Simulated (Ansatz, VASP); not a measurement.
**SnSe in VASP and in Ansatz**

```
Sn Se
1.0
     0.00000    3.11068    2.64408
     3.11068    0.00000    2.64408
     3.11068    3.11068    0.00000
Sn Se
1 1
Direct
  0.00000 0.00000 0.00000
  0.50000 0.50000 0.50000
```

Alike in both runs: task single point; functional LDA; k mesh 10 × 10 × 10; occupations gaussian, width 0.05 eV; no spin polarisation.

|  | VASP | Ansatz |
| --- | --- | --- |
| version | VASP 6.6.1 | Ansatz 0.2.0 |
| potentials or method | VASP PAW LDA potentials, release 64 (Sn_d, Se), cutoff 520 eV | scalar-relativistic, plane waves, PAW |
| valence electrons in the cell | 20 | 30 |

```csv
,VASP,Ansatz,Ansatz less VASP
gap on the k mesh at the Fermi level (eV),none,none,-
pressure (GPa),3.9,3.8,-0.08
"traceless stress, the component that is largest in VASP (GPa)",17.72,17.69,-0.031
```

LDA's correlation is that of Perdew and Zunger in VASP and of Perdew and Wang (1992) in Ansatz. A gap of «none» marks a metal or a gap that the smearing closes. VASP's potentials hold 20 valence electrons a cell and Ansatz's 30, so a difference there can come from the potentials and not from the codes.
